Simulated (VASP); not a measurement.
# Y3LuO2 (P4mm) in VASP: further runs, part 2 of 2

VASP 6.6.1.

**3. Single point, PBE**

Input file INCAR:

```
SYSTEM = Y3LuO2
ALGO = Normal
EDIFF = 1E-6
ENCUT = 520
GGA = PE
ISIF = 2
ISMEAR = 0
LASPH = .TRUE.
LCHARG = .FALSE.
LREAL = .FALSE.
LWAVE = .FALSE.
NBANDS = 44
NELM = 100
PREC = Accurate
SIGMA = 0.01
```

Input file KPOINTS:

```
k-points
0
G
  8 8 6
  0 0 0
```

Input file POSCAR:

```
Y3LuO2
1.0
    4.5542616798      0.0000000000      0.0000000000
    0.0000000000      4.5542616798      0.0000000000
    0.0000000000      0.0000000000      6.4384723686
Y Lu O
3 1 2
Direct
    0.5000000000      0.0000000000      0.9976655736
    0.0000000000      0.5000000000      0.9976655736
    0.0000000000      0.0000000000      0.4311425943
    0.5000000000      0.5000000000      0.5746705177
    0.5000000000      0.5000000000      0.9093822373
    0.0000000000      0.0000000000      0.0894735334
```

Potentials or basis: VASP PAW PBE potentials, release 64 (Y_sv, Lu, O).

Started as:

```console
cat potpaw_PBE.64/Y_sv/POTCAR potpaw_PBE.64/Lu/POTCAR potpaw_PBE.64/O/POTCAR > POTCAR
mpirun -np 1 vasp_std > vasp.out
```

OUTCAR:

```text
SYSTEM = Y3LuO2
   EDIFF = 1E-6
   ENCUT = 520
   GGA = PE
   ISIF = 2
   ISMEAR = 0
   LASPH = .TRUE.
   LREAL = .FALSE.
   NELM = 100
   PREC = Accurate

 ion  position               nearest neighbor table
   1  0.500  0.000  0.998-   5 2.35   5 2.35   6 2.35   6 2.35   2 3.22   2 3.22   2 3.22   2 3.22
                             4 3.55   4 3.55   3 3.60   3 3.60   3 4.30   3 4.30
   2  0.000  0.500  0.998-   5 2.35   5 2.35   6 2.35   6 2.35   1 3.22   1 3.22   1 3.22   1 3.22
[... 1343 lines left out ...]
  -------------------------------------------------------------------------------------
  Total       -0.0452968     -0.0452968      0.1713075      0.0000000      0.0000000      0.0000000
  in kB       -0.5434491     -0.5434491      2.0552668      0.0000000      0.0000000      0.0000000
  external PRESSURE =       0.3227895 kB  Pullay stress =       0.0000000 kB

 VOLUME and BASIS-vectors are now :
 -----------------------------------------------------------------------------
  energy-cutoff  :      520.00
  volume of cell :      133.54
      direct lattice vectors                 reciprocal lattice vectors
     4.554261680  0.000000000  0.000000000     0.219574559  0.000000000  0.000000000
     0.000000000  4.554261680  0.000000000     0.000000000  0.219574559  0.000000000
     0.000000000  0.000000000  6.438472369     0.000000000  0.000000000  0.155316346

 POSITION                                       TOTAL-FORCE (eV/Angst)
 -----------------------------------------------------------------------------------
      2.27713      0.00000      6.42344         0.000000      0.000000      0.004597
      0.00000      2.27713      6.42344         0.000000      0.000000      0.004597
      0.00000      0.00000      2.77590        -0.000000      0.000000      0.000901
      2.27713      2.27713      3.70000         0.000000     -0.000000     -0.097645
      2.27713      2.27713      5.85503         0.000000      0.000000      0.091220
      0.00000      0.00000      0.57607         0.000000      0.000000     -0.003670
 -----------------------------------------------------------------------------------
    total drift:                                0.000000      0.000000     -0.001010

  FREE ENERGIE OF THE ION-ELECTRON SYSTEM (eV)
  ---------------------------------------------------
  free  energy   TOTEN  =       -44.8730423385 eV

  energy  without entropy=      -44.8730359814  energy(sigma->0) =      -44.87303916
```

OSZICAR:

```text
N       E                     dE             d eps       ncg     rms          rms(c)
DAV:   1     0.561930637263E+03    0.56193E+03   -0.31589E+04  8032   0.370E+03
DAV:   2     0.308404914476E+02   -0.53109E+03   -0.50943E+03  6852   0.747E+02
DAV:   3    -0.434810114335E+02   -0.74322E+02   -0.72537E+02  7088   0.145E+02
DAV:   4    -0.508019967660E+02   -0.73210E+01   -0.72435E+01  8624   0.367E+01
DAV:   5    -0.512253262622E+02   -0.42333E+00   -0.42266E+00  8332   0.763E+00    0.444E+01
DAV:   6    -0.448306720226E+02    0.63947E+01   -0.32952E+01  6768   0.274E+01    0.393E+01
DAV:   7    -0.449068204973E+02   -0.76148E-01   -0.44969E+00  7588   0.148E+01    0.227E+01
DAV:   8    -0.449410690616E+02   -0.34249E-01   -0.14603E+00  7892   0.628E+00    0.221E+00
DAV:   9    -0.448701097747E+02    0.70959E-01   -0.46245E-01  8848   0.510E+00    0.818E-01
DAV:  10    -0.448740087262E+02   -0.38990E-02   -0.66696E-02  7184   0.169E+00    0.437E-01
DAV:  11    -0.448730372556E+02    0.97147E-03   -0.73210E-03  8208   0.537E-01    0.151E-01
DAV:  12    -0.448730402525E+02   -0.29969E-05   -0.10630E-03  7620   0.281E-01    0.669E-02
DAV:  13    -0.448730406684E+02   -0.41586E-06   -0.15432E-04  7680   0.903E-02    0.183E-02
DAV:  14    -0.448730430646E+02   -0.23962E-05   -0.22999E-05  7956   0.286E-02    0.908E-03
DAV:  15    -0.448730423385E+02    0.72614E-06   -0.29190E-06  5272   0.221E-02
   1 F= -.44873042E+02 E0= -.44873039E+02  d E =-.635708E-05
```

It took 3.3 min on 1 thread of Intel Xeon 6975P-C (Granite Rapids), shared host; peak memory 0.48 GiB.

Results:

| Property | Result |
| --- | --- |
| Free energy | -44.8730 eV |
| Pressure | 0.0 GPa |
| Largest force | 0.098 eV/Å |
| Band gap on the k mesh | 0.04 eV (least direct gap 0.16 eV) |

Forces in eV/Å, atoms in the order of the input:
```
Y    0.000  0.000  0.005
Y    0.000  0.000  0.005
Y    0.000  0.000  0.001
Lu   0.000  0.000 -0.098
O    0.000  0.000  0.091
O    0.000  0.000 -0.004
```

Caveat: semilocal functionals underestimate gaps, and a narrow one can read as zero; spin-orbit coupling is left out, which moves the levels of the heavy elements.
